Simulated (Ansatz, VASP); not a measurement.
**P in VASP and in Ansatz**

```
CELL_PARAMETERS angstrom
-1.78567 2.65518 1.66806
1.78567 -2.65518 1.66806
1.78567 2.65518 -1.66806
ATOMIC_POSITIONS crystal
P 0.80331 0.05331 0.75000
P 0.19669 0.94669 0.25000
```

Alike in both runs: task single point; functional PBEsol; dispersion D3(BJ); k mesh 20 × 20 × 20; occupations gaussian, width 0.15 eV; no spin polarisation.

|  | VASP | Ansatz |
| --- | --- | --- |
| version | VASP 6.6.1 | Ansatz 0.2.0 |
| potentials or method | VASP PAW PBE potentials, release 64 (P), cutoff 520 eV | scalar-relativistic, plane waves, PAW |
| valence electrons in the cell | 10 | 10 |

|  | VASP | Ansatz | Ansatz less VASP |
| --- | --- | --- | --- |
| gap on the k mesh at the Fermi level (eV) | none | none | - |
| pressure (GPa) | -5.2 | -5.2 | -0.04 |
| traceless stress, the component that is largest in VASP (GPa) | 15.89 | 15.75 | -0.149 |
| rms of the force components (eV/Å) | 0.561 | 0.577 | +0.0160 |

VASP's potentials were made for PBE, not for PBEsol. Atom by atom the forces differ by 0.016 eV/Å (rms over components). A gap of «none» marks a metal or a gap that the smearing closes.
